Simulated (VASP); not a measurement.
Input of a VASP 6.6.1 run:

INCAR

```
SYSTEM = CaSe
PREC = Accurate
ENCUT = 500
EDIFF = 1E-6
ISMEAR = -1
SIGMA = 0.02
LREAL = .False.
LASPH = .True.
NELM = 120
ALGO = Normal
ISIF = 2
LWAVE = .False.
LCHARG = .False.
NBANDS = 15
GGA_COMPAT = .False.
```

KPOINTS

```
regular mesh
0
Gamma
  7 7 7
  0 0 0
```

POSCAR

```
CaSe
1.0
    0.0000000000      2.9560000000      2.9560000000
    2.9560000000      0.0000000000      2.9560000000
    2.9560000000      2.9560000000      0.0000000000
Ca Se
1 1
Direct
    0.0000000000      0.0000000000      0.0000000000
    0.5000000000      0.5000000000      0.5000000000
```

Potentials or basis: VASP PAW LDA potentials, release 64 (Ca_sv, Se).

Launch:

```bash
$ cat potpaw_LDA.64/Ca_sv/POTCAR potpaw_LDA.64/Se/POTCAR > POTCAR
$ mpirun -np 1 vasp_std > vasp.out
```

Q: What does it give for the pressure?

A: -2.9 GPa.

Q: What does it give for the band gap on the k mesh?

A: 1.92 eV (least direct gap 2.84 eV).

Caveat: an odd mesh through Γ misses points on the zone boundary, where band edges can lie. Expect the measured gap to be larger: semilocal functionals such as LDA lack the derivative discontinuity.
